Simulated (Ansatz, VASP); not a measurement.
Au: VASP beside Ansatz

```
Au
1.0
     0.00000    2.00750    2.00750
     2.00750    0.00000    2.00750
     2.00750    2.00750    0.00000
Au
1
Direct
  0.00000 0.00000 0.00000
```

Alike in both runs: task single point; functional PBE0; k mesh 6 × 6 × 6; occupations fermi-dirac, width 0.05 eV; no spin polarisation.

```csv
,VASP,Ansatz
version,VASP 6.6.1,Ansatz 0.2.0
potentials or method,"VASP PAW PBE potentials, release 64 (Au)",Ansatz PAW
plane-wave cutoff (eV),520,420
valence electrons in the cell,11,19
```

Ansatz gave:

| Property | Result |
| --- | --- |
| gap on the k mesh at the Fermi level (eV) | none |
| pressure (GPa) | 17.7 |

Task: Estimate VASP's values.

Result: gap on the k mesh at the Fermi level (eV): none; pressure (GPa): 17.5.

A gap of «none» marks a metal or a gap that the smearing closes. VASP's potentials hold 11 valence electrons a cell and Ansatz's 19, so a difference there can come from the potentials and not from the codes.

The k mesh is coarse, so the values compare programs but aren't converged. Neither program's run includes spin-orbit coupling.
